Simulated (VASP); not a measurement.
Write the native input for VASP 6.6.1 that does the following.

```yaml
Task: relaxation of cell and atoms
Functional: r2SCAN
Potentials_or_basis: VASP PAW PBE potentials, release 64 (Cd, Se)
Cutoff: 600 eV
k_mesh: 7 × 7 × 4
Occupations: fermi-dirac, width 0.05 eV
Spin: no spin polarisation
Dipole_correction: no
Further_INCAR_settings: ALGO = Normal; EDIFF = 1e-07; IBRION = 2; EDIFFG = -0.01; NSW = 60; ISIF = 3
```

CdSe (Cadmoselite):

```
CELL_PARAMETERS angstrom
4.30000 0.00000 0.00000
-2.15000 3.72391 0.00000
0.00000 0.00000 7.02000
ATOMIC_POSITIONS crystal
Cd 0.66667 0.33333 0.50000
Cd 0.33333 0.66667 0.00000
Se 0.66667 0.33333 0.88500
Se 0.33333 0.66667 0.38500
```

One way to write it, as run:

POSCAR

```
CdSe
1.0
    4.3000000000      0.0000000000      0.0000000000
   -2.1500000000      3.7239092363      0.0000000000
    0.0000000000      0.0000000000      7.0200000000
Cd Se
2 2
Direct
    0.6666666667      0.3333333333      0.5000000000
    0.3333333333      0.6666666667      0.0000000000
    0.6666666667      0.3333333333      0.8850000000
    0.3333333333      0.6666666667      0.3850000000
```

INCAR.step1

```
PREC = Accurate ; ENCUT = 600
ISMEAR = -1 ; SIGMA = 0.05
LREAL = F ; LASPH = T
NELM = 100 ; GGA = PE
ALGO = Normal ; EDIFF = 1E-4
LWAVE = T ; LCHARG = F
```

INCAR.step2

```
PREC = Accurate ; ENCUT = 600
EDIFF = 1E-7 ; ISMEAR = -1
SIGMA = 0.05 ; LREAL = F
LASPH = T ; NELM = 100
ALGO = Normal ; ISIF = 3
LWAVE = F ; LCHARG = F
METAGGA = R2SCAN ; LMIXTAU = T
IBRION = 2 ; NSW = 60
EDIFFG = -0.01 ; ISTART = 1
```

KPOINTS

```
regular mesh
0
Gamma
  7 7 4
```

Potentials or basis: VASP PAW PBE potentials, release 64 (Cd, Se).

The run is started by

```bash
$ cat potpaw_PBE.64/Cd/POTCAR potpaw_PBE.64/Se/POTCAR > POTCAR
$ cp INCAR.step1 INCAR
$ mpirun -np 1 vasp_std > vasp.out
$ cp INCAR.step2 INCAR
$ mpirun -np 1 vasp_std > vasp.out
```

Results of the run:

```
Relaxed volume                         : 28.99 Å³/atom
Relaxed cell                           : a = 4.347 Å, b = 4.347 Å, c = 7.084 Å, α = 90.00°, β = 90.00°, γ = 120.00°
Space group after relaxing (to 0.05 Å) : P6_3mc (No. 186)
Energy gained by relaxing              : 9.4 meV/atom
Ionic steps                            : 7
Pressure after relaxing                : 0.0 GPa
Band gap on the k mesh                 : 1.09 eV, direct
```

Caveat: the PAW data sets were made with another functional, which shifts forces and pressure a little.

Run time: 12 min on 1 thread of Intel(R) Xeon(R) 6975P-C (Granite Rapids), on a shared host, peak memory 0.32 GiB.
